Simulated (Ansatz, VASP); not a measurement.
**Be3Cr in VASP and in Ansatz**

```
CELL_PARAMETERS angstrom
3.27325 0.00000 0.00000
0.00000 3.27325 0.00000
0.00000 0.00000 3.27325
ATOMIC_POSITIONS crystal
Be 0.00000 0.50000 0.50000
Be 0.50000 0.00000 0.50000
Be 0.50000 0.50000 0.00000
Cr 0.00000 0.00000 0.00000
```

Alike in both runs: functional PBE; k mesh 14 × 14 × 14; occupations gaussian, width 0.1 eV; no spin polarisation.

Ansatz relaxed the structure, and its values are those at the end. VASP's run is a single point on that final structure, the one shown.

```csv
,VASP,Ansatz
version,VASP 6.6.1,Ansatz 0.2.0
potentials or method,"VASP PAW PBE potentials, release 64 (Be, Cr_pv), cutoff 520 eV","scalar-relativistic, plane waves, PAW"
valence electrons in the cell,18,20
```

Ansatz gave:

* gap on the k mesh at the Fermi level (eV): none
* pressure (GPa): 0.0

Task: Estimate VASP's values.

Result: gap on the k mesh at the Fermi level (eV): none; pressure (GPa): 0.1.

A gap of «none» marks a metal or a gap that the smearing closes. VASP's potentials hold 18 valence electrons a cell and Ansatz's 20, so a difference there can come from the potentials and not from the codes.
